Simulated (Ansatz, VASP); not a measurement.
# One calculation of N, two programs

```
CELL_PARAMETERS angstrom
13.00000 0.00000 0.00000
0.00000 13.30000 0.00000
0.00000 0.00000 13.60000
ATOMIC_POSITIONS crystal
N 0.45731 0.50000 0.50000
N 0.54269 0.50000 0.50000
```

Alike in both runs: task relaxation of the atoms; functional PBEsol; k mesh 1 × 1 × 1; occupations gaussian, width 0.01 eV; no spin polarisation.

|  | VASP | Ansatz |
| --- | --- | --- |
| version | VASP 6.6.1 | Ansatz 0.2.0 |
| potentials or method | VASP PAW PBE potentials, release 64 (N), cutoff 520 eV | scalar-relativistic, plane waves, PAW |
| valence electrons in the cell | 10 | 10 |

|  | VASP | Ansatz | Ansatz less VASP |
| --- | --- | --- | --- |
| gap on the k mesh at the Fermi level, each at its own relaxed structure (eV) | 8.05 | 8.23 | +0.185 |

VASP's potentials were made for PBE, not for PBEsol. Ansatz's warnings: stress scf threshold loose.

Noted on VASP's run: the standard files for N, O and F lose accuracy on very short bonds.
